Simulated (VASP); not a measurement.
# As in VASP: notebook, part 2 of 2

VASP 6.6.1. Earlier steps stand in the parts before.

**6. Single point, PBE+D3(BJ)**

INCAR

```
SYSTEM = As
PREC     = Accurate       ! precision mode
ENCUT    = 520            ! plane-wave cutoff, eV
EDIFF    = 1E-6           ! SCF threshold, eV
ISMEAR   = 0              ! smearing method
SIGMA    = 0.05           ! smearing width, eV
LREAL    = .False.        ! projectors in reciprocal space
LASPH    = .True.         ! aspherical terms in the spheres
NELM     = 120            ! most SCF steps
ALGO     = Normal         ! electronic algorithm
ISIF     = 2              ! what is computed and relaxed
LWAVE    = .False.        ! write WAVECAR
LCHARG   = .False.        ! write CHGCAR
LDIPOL   = .True.       
IDIPOL   = 3            
DIPOL    = 0.5 0.5 0.369
GGA      = PE             ! functional
IVDW     = 12             ! dispersion correction
NBANDS   = 38             ! bands
GGA_COMPAT= .False.      
NELMDL   = -8
```

KPOINTS

```
Automatic mesh
0
Gamma
  9 9 1
  0 0 0
```

POSCAR

```
As
1.0
    3.5713380906      0.0000000000      0.0000000000
   -1.7856690453      3.0928695120      0.0000000000
    0.0000000000      0.0000000000     20.2952802043
As
4
Direct
    0.3333333333      0.6666666667      0.2905917062
    0.6666666667      0.3333333333      0.2217264287
    1.1666666667      0.3333333333      0.5166363853
    0.8333333333      0.6666666667      0.4477711079
```

Potentials or basis: VASP PAW PBE potentials, release 64 (As_d).

Run with:

```console
$ cat potpaw_PBE.64/As_d/POTCAR > POTCAR
$ mpirun -np 1 vasp_std > vasp.out
```

OUTCAR:

```text
SYSTEM = As
   PREC = Accurate
   ENCUT = 520
   EDIFF = 1E-6
   ISMEAR = 0
   LREAL = .False.
   LASPH = .True.
   NELM = 120
   ISIF = 2
   GGA = PE
   IVDW = 12
   NELMDL = -8
 IVDW          = 12

 ion  position               nearest neighbor table
   1  0.333  0.667  0.291-   2 2.49   2 2.49   2 2.49
   2  0.667  0.333  0.222-   1 2.49   1 2.49   1 2.49
   3  0.167  0.333  0.517-   4 2.49   4 2.49   4 2.49
   4  0.833  0.667  0.448-   3 2.49   3 2.49   3 2.49

[... 1195 lines left out ...]
  Direction    XX          YY          ZZ          XY          YZ          ZX
  --------------------------------------------------------------------------------------
  -------------------------------------------------------------------------------------
  Total       0.51278     0.02672    -0.16697     0.00000     0.00000     0.00000
  in kB       3.66483     0.19095    -1.19333     0.00000     0.00000     0.00000
  external pressure =        0.89 kB  Pullay stress =        0.00 kB

 VOLUME and BASIS-vectors are now :
 -----------------------------------------------------------------------------
  energy-cutoff  :      520.00
  volume of cell :      224.18
      direct lattice vectors                 reciprocal lattice vectors
     3.571338091  0.000000000  0.000000000     0.280007094  0.161662171  0.000000000
    -1.785669045  3.092869512  0.000000000     0.000000000  0.323324342  0.000000000
     0.000000000  0.000000000 20.295280204     0.000000000  0.000000000  0.049272540

 POSITION                                       TOTAL-FORCE (eV/Angst)
 -----------------------------------------------------------------------------------
     -0.00000      2.06191      5.89764         0.000000      0.005956      0.039763
      1.78567      1.03096      4.50000        -0.000000     -0.005956      0.002882
      0.00000      1.03096     10.48528        -0.000000     -0.005956     -0.002882
      1.78567      2.06191      9.08764         0.000000      0.005956     -0.039763
 -----------------------------------------------------------------------------------
    total drift:                               -0.000000     -0.000061      0.000135

  FREE ENERGIE OF THE ION-ELECTRON SYSTEM (eV)
  ---------------------------------------------------
  free  energy   TOTEN  =       -19.7758570865 eV

  energy  without entropy=      -19.7758570865  energy(sigma->0) =      -19.77585709

 vacuum level on the upper side and lower side of the slab         3.006         3.006
```

Wall time 3.2 min (1 thread of Intel Xeon 6975P-C (Granite Rapids), shared host); peak memory 0.41 GiB.

What came out:

```yaml
Free_energy: -19.7759 eV
Largest_force: 0.040 eV/Å
Band_gap_on_the_k_mesh: 0.88 eV, indirect (least direct gap 1.48 eV)
Dispersion_energy_per_atom: -0.276 eV
```

Forces on the atoms (eV/Å):
```
As   0.000  0.006  0.040
As   0.000 -0.006  0.003
As   0.000 -0.006 -0.003
As   0.000  0.006 -0.040
```

**7. Single point, PBE+D3(BJ)**

INCAR

```
SYSTEM = As
ALGO = Normal
DIPOL = 0.5 0.5 0.407
EDIFF = 1E-6
ENCUT = 520
GGA = PE
GGA_COMPAT = .False.
IDIPOL = 3
ISIF = 2
ISMEAR = 0
IVDW = 12
LASPH = .True.
LCHARG = .True.
LDIPOL = .True.
LELF = .True.
LREAL = .False.
LVACPOTAV = .True.
LVHAR = .True.
LWAVE = .False.
NBANDS = 38
NELM = 120
NELMDL = -8
PREC = Accurate
SIGMA = 0.05
```

KPOINTS

```
k-points
0
Gamma
  9 9 1
  0 0 0
```

POSCAR: that of step 6 with these lines changed.

```diff
@@ -10,3 +10,3 @@
     0.6666666667      0.3333333333      0.2217264287
-    1.1666666667      0.3333333333      0.5166363853
-    0.8333333333      0.6666666667      0.4477711079
+    1.1666666667      0.3333333333      0.5920233711
+    0.8333333333      0.6666666667      0.5231580937
```

Potentials or basis: VASP PAW PBE potentials, release 64 (As_d).

Run with:

```console
$ cat potpaw_PBE.64/As_d/POTCAR > POTCAR
$ mpirun -np 1 vasp_std > vasp.out
```

OUTCAR:

```text
SYSTEM = As
   EDIFF = 1E-6
   ENCUT = 520
   GGA = PE
   ISIF = 2
   ISMEAR = 0
   IVDW = 12
   LASPH = .True.
   LREAL = .False.
   NELM = 120
   NELMDL = -8
   PREC = Accurate
 IVDW          = 12

 ion  position               nearest neighbor table
   1  0.333  0.667  0.291-   2 2.49   2 2.49   2 2.49
   2  0.667  0.333  0.222-   1 2.49   1 2.49   1 2.49
   3  0.167  0.333  0.592-   4 2.49   4 2.49   4 2.49
   4  0.833  0.667  0.523-   3 2.49   3 2.49   3 2.49

  LATTYP: Found a hexagonal cell.
 ALAT       =     3.5713380906
 C/A-ratio  =     5.6828224294

  Lattice vectors:

 A1 = (   3.5713380906,   0.0000000000,   0.0000000000)
 A2 = (  -1.7856690453,   3.0928695120,   0.0000000000)
 A3 = (   0.0000000000,   0.0000000000,  20.2952802043)

Analysis of symmetry for initial positions (statically):
=====================================================================
 Subroutine PRICEL returns:
 Original cell was already a primitive cell.

 Routine SETGRP: Setting up the symmetry group for a
 hexagonal supercell.

 Subroutine GETGRP returns: Found  4 space group operations
 (whereof  2 operations were pure point group operations)
 out of a pool of 24 trial point group operations.

The static configuration has the point symmetry C_1h.
 The point group associated with its full space group is C_2v.

Analysis of symmetry for dynamics (positions and initial velocities):
=====================================================================
 Subroutine PRICEL returns:
 Original cell was already a primitive cell.

 Routine SETGRP: Setting up the symmetry group for a
 hexagonal supercell.

 Subroutine GETGRP returns: Found  4 space group operations
 (whereof  2 operations were pure point group operations)
 out of a pool of 24 trial point group operations.

The dynamic configuration has the point symmetry C_1h.
 The point group associated with its full space group is C_2v.

 Subroutine INISYM returns: Found  4 space group operations
[... 123 lines left out ...]
  Thomas-Fermi vector in A             =   2.190207
   LORBIT       =      0    0 simple, 1 ext, 2 COOP (PROOUT), +10 PAW based schemes
   GGA     = PE    functional components
   LHFCALC =     F    Hartree Fock is set to
   AEXX    =    0.0000 exact exchange contribution
   IVDW    =    12    specifies the selected vdW correction
   LEPSILON=     F    determine dielectric tensor
   LRPA    =     F    only Hartree local field effects (RPA)
 non-spin polarized calculation
 Gauss-broadening in eV      SIGMA  =   0.05
  energy-cutoff  :      520.00
  volume of cell :      224.18
 maximum number of plane-waves:      6099
   NGX = 13   NGY = 13   NGZ = 75

 dipolmoment           0.000000      0.000000     -0.000011 electrons x Angstroem

 number of electron      59.9999998 magnetization

 dipolmoment           0.000000      0.000000      0.000006 electrons x Angstroem

 Free energy of the ion-electron system (eV)
  ---------------------------------------------------
  ext. energy  EPLUGINS =         0.00000000
  ---------------------------------------------------
  free energy    TOTEN  =       -18.71086454 eV

  energy without entropy =      -18.71086454  energy(sigma->0) =      -18.71086454

 E-fermi :  -1.8052     XC(G=0):  -5.1009

 val. band max:       -2.1487528287   @ k =   0.0000   0.0000   0.0000
 cond. band min:      -0.7188522739   @ k =   0.0000   0.3333   0.0000
 fundamental gap:      1.4299005548
 Fermi energy:        -1.8051516566

 k-point     1 :       0.0000    0.0000    0.0000
  band No.  band energies     occupation
      1     -37.3642      2.00000
      2     -37.3642      2.00000
      3     -37.3642      2.00000
      4     -37.3641      2.00000
      5     -37.3238      2.00000
      6     -37.3238      2.00000
[... 973 lines left out ...]
     37       5.2350      0.00000
     38       5.3022      0.00000

 [... further k-points ...]

------------------------ aborting loop because EDIFF is reached ----------------------------------------

 Edisp (eV)   -0.93906

 E8    (eV) :    -0.4101

  FORCE on cell =-STRESS in cart. coord.  units (eV):
  Direction    XX          YY          ZZ          XY          YZ          ZX
  --------------------------------------------------------------------------------------
  -------------------------------------------------------------------------------------
  Total      -0.02566    -0.03332    -0.29419     0.00000     0.00000     0.00000
  in kB      -0.18337    -0.23812    -2.10257     0.00000     0.00000     0.00000
  external pressure =       -0.84 kB  Pullay stress =        0.00 kB

 VOLUME and BASIS-vectors are now :
 -----------------------------------------------------------------------------
  energy-cutoff  :      520.00
  volume of cell :      224.18
      direct lattice vectors                 reciprocal lattice vectors
     3.571338091  0.000000000  0.000000000     0.280007094  0.161662171  0.000000000
    -1.785669045  3.092869512  0.000000000     0.000000000  0.323324342  0.000000000
     0.000000000  0.000000000 20.295280204     0.000000000  0.000000000  0.049272540

 POSITION                                       TOTAL-FORCE (eV/Angst)
 -----------------------------------------------------------------------------------
     -0.00000      2.06191      5.89764        -0.000000      0.000108      0.076068
      1.78567      1.03096      4.50000         0.000000     -0.000108     -0.011863
      0.00000      1.03096     12.01528         0.000000     -0.000108      0.011863
      1.78567      2.06191     10.61764        -0.000000      0.000108     -0.076068
 -----------------------------------------------------------------------------------
    total drift:                               -0.000000     -0.000012      0.000467

  FREE ENERGIE OF THE ION-ELECTRON SYSTEM (eV)
  ---------------------------------------------------
  free  energy   TOTEN  =       -19.6499263264 eV

  energy  without entropy=      -19.6499263264  energy(sigma->0) =      -19.64992633

 vacuum level on the upper side and lower side of the slab         3.126         3.126
```

OSZICAR:

```text
N       E                     dE             d eps       ncg     rms          rms(c)
DAV:   1     0.679692238011E+03    0.67969E+03   -0.29867E+04  2568   0.613E+03
DAV:   2     0.104138133312E+03   -0.57555E+03   -0.55668E+03  1980   0.140E+03
DAV:   3    -0.790652995893E+01   -0.11204E+03   -0.10954E+03  2622   0.216E+02
[... 15 lines left out ...]
DAV:  19    -0.187108372917E+02   -0.40066E-04   -0.70163E-06  2236   0.871E-02    0.177E-03
DAV:  20    -0.187108494248E+02   -0.12133E-04   -0.82537E-07  1562   0.125E-02    0.749E-04
DAV:  21    -0.187108617570E+02   -0.12332E-04   -0.71610E-07  1520   0.133E-02    0.657E-04
DAV:  22    -0.187108636872E+02   -0.19302E-05   -0.31598E-07  1472   0.213E-02    0.280E-04
DAV:  23    -0.187108645357E+02   -0.84843E-06   -0.13410E-07  1370   0.115E-02
   1 F= -.19649926E+02 E0= -.19649926E+02  d E =-.258648E-23
```

stdout:

```text
POSCAR found type information on POSCAR As
 POSCAR found :  1 types and       4 ions
 scaLAPACK will be used
 LDA part: xc-table for (Slater+PW92), standard interpolation
 POSCAR, INCAR and KPOINTS ok, starting setup
 FFT: planning ... GRIDC
 FFT: planning ... GRID_SOFT
 FFT: planning ... GRID
 WAVECAR not read
 entering main loop
 -----------------------------------------------------------------------------
|                                                                             |
|           W    W    AA    RRRRR   N    N  II  N    N   GGGG   !!!           |
|           W    W   A  A   R    R  NN   N  II  NN   N  G    G  !!!           |
|           W    W  A    A  R    R  N N  N  II  N N  N  G       !!!           |
|           W WW W  AAAAAA  RRRRR   N  N N  II  N  N N  G  GGG   !            |
|           WW  WW  A    A  R   R   N   NN  II  N   NN  G    G                |
|           W    W  A    A  R    R  N    N  II  N    N   GGGG   !!!           |
|                                                                             |
|     Did not find any points to average over, which means that no vacuum     |
|     field-free region was found. Please increase the size of  your cell     |
|     in the dimension of the dipole correction to obtain accurate            |
|     workfunction values.                                                    |
|                                                                             |
 -----------------------------------------------------------------------------
```

It took 5.5 min on 1 thread of Intel Xeon Platinum 8259CL at 2.50GHz (Skylake/Cascade Lake), shared host; peak memory 0.41 GiB.

Results:

```
Free energy                : -19.6499 eV
Largest force              : 0.076 eV/Å
Band gap on the k mesh     : 1.43 eV, indirect (least direct gap 1.94 eV)
Dispersion energy per atom : -0.235 eV
```

Forces in eV/Å, atoms in the order of the input:
```
As   0.000  0.000  0.076
As   0.000  0.000 -0.012
As   0.000  0.000  0.012
As   0.000  0.000 -0.076
```

Levels at points of the mesh, in eV from the valence-band top:
```tsv
k point	band 26	band 27	band 28	band 29	band 30	band 31	band 32	band 33	band 34	band 35
(0.00, 0.00, 0.00)	-0.49	0.00	0.00	0.00	0.00	1.94	2.18	3.51	3.51	3.52
```
